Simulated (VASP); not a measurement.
# As2Se: single point with PBEsol

The system is As2Se.

```
As Se
1.0
    -3.52942    3.52942    2.65357
     3.52942   -3.52942    2.65357
     3.52942    3.52942   -2.65357
As Se
4 2
Direct
  0.87500 0.12500 0.75000
  0.37500 0.12500 0.25000
  0.87500 0.62500 0.75000
  0.87500 0.12500 0.25000
  0.50000 0.50000 0.00000
  0.25000 0.75000 0.50000
```

```json
{
 "Program": "VASP 6.6.1",
 "Task": "single point",
 "Functional": "PBEsol",
 "Potentials or basis": "VASP PAW PBE potentials, release 64 (As, Se)",
 "Cutoff": "520 eV",
 "k mesh": "8 × 8 × 8",
 "Occupations": "tetrahedron",
 "Spin": "no spin polarisation",
 "Dipole correction": "no",
 "Further INCAR settings": "ALGO = Normal; EDIFF = 1e-06; NBANDS = 25"
}
```

```
Pressure               : -3.3 GPa
Band gap on the k mesh : zero (band 16 reaches 4.91 eV, above the bottom of band 17 at 4.51 eV)
```

Stress tensor (GPa, compression positive):
```
-3.24  0.00  0.00
 0.00 -3.24  0.00
 0.00  0.00 -3.36
```

Levels at points of the mesh, in eV from the Fermi level:
| k point | band 13 | band 14 | band 15 | band 16 | band 17 | band 18 | band 19 | band 20 |
| --- | --- | --- | --- | --- | --- | --- | --- | --- |
| (0.00, 0.00, 0.00) | -2.87 | -2.70 | -2.70 | -1.08 | 2.28 | 2.99 | 2.99 | 3.38 |
| (0.50, 0.00, 0.00) | -1.78 | -1.43 | -0.49 | -0.05 | 0.16 | 0.43 | 1.43 | 2.54 |
| (0.50, 0.50, 0.00) | -1.36 | -1.36 | -1.18 | -1.18 | -0.08 | -0.08 | 1.81 | 1.81 |
| (0.50, 0.50, 0.50) | -0.69 | -0.69 | -0.33 | -0.33 | 0.24 | 0.24 | 0.43 | 0.43 |

Run time: 83 s on 1 thread of Intel(R) Xeon(R) 6975P-C (Granite Rapids), with other jobs on the host, peak memory 0.35 GiB.

Caveat: the PAW data sets were made with another functional, which shifts forces and pressure a little; tetrahedron occupations give inexact forces and stress in metals.
